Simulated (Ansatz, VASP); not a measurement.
**One calculation of Pd, two programs**

INCAR

```
PREC = Accurate
ENCUT = 520
EDIFF = 1E-6
ISMEAR = -1
SIGMA = 0.05
LREAL = F
LASPH = T
NELM = 100
ALGO = Normal
ISIF = 2
LWAVE = F
LCHARG = F
GGA = PE
NBANDS = 11
```

File KPOINTS:

```
Automatic mesh
0
Gamma
  18 18 18
```

File POSCAR:

```
Pd
1.0
    0.0000000000      1.9577805078      1.9577805078
    1.9577805078      0.0000000000      1.9577805078
    1.9577805078      1.9577805078      0.0000000000
Pd
1
Direct
    0.0000000000      0.0000000000      0.0000000000
```

Input for Ansatz:

```yaml
crystal:
  lattice:
    - [0.0, 1.9577805078, 1.9577805078]
    - [1.9577805078, 0.0, 1.9577805078]
    - [1.9577805078, 1.9577805078, 0.0]
  atoms:
    - { symbol: Pd, position: [0.0, 0.0, 0.0] }
kpoints:
  mp_grid: { grid: [18, 18, 18] }
scf:
  occupations: { method: fermi_dirac, width: 0.05 }
hamiltonian:
  xc: pbe
  pseudopotentials: { kind: all_electron, lapw: { basis_error: 0.00025 } }
output:
  forces: true
  stress: true
  eigenvalues: true
```

Change from the starting cell: volume scaled by 1.02.

Alike in both runs: task single point; functional PBE; k mesh 18 × 18 × 18; occupations fermi-dirac, width 0.05 eV; no spin polarisation.

|  | VASP | Ansatz |
| --- | --- | --- |
| version | VASP 6.6.1 | Ansatz 0.2.0 |
| potentials or method | VASP PAW PBE potentials, release 64 (Pd), cutoff 520 eV | all-electron LAPW, scalar-relativistic |

```tsv
	VASP	Ansatz	Ansatz less VASP
pressure (GPa)	3.4	3.6	+0.22
```

Ansatz ran all-electron here, and VASP with PAW potentials.
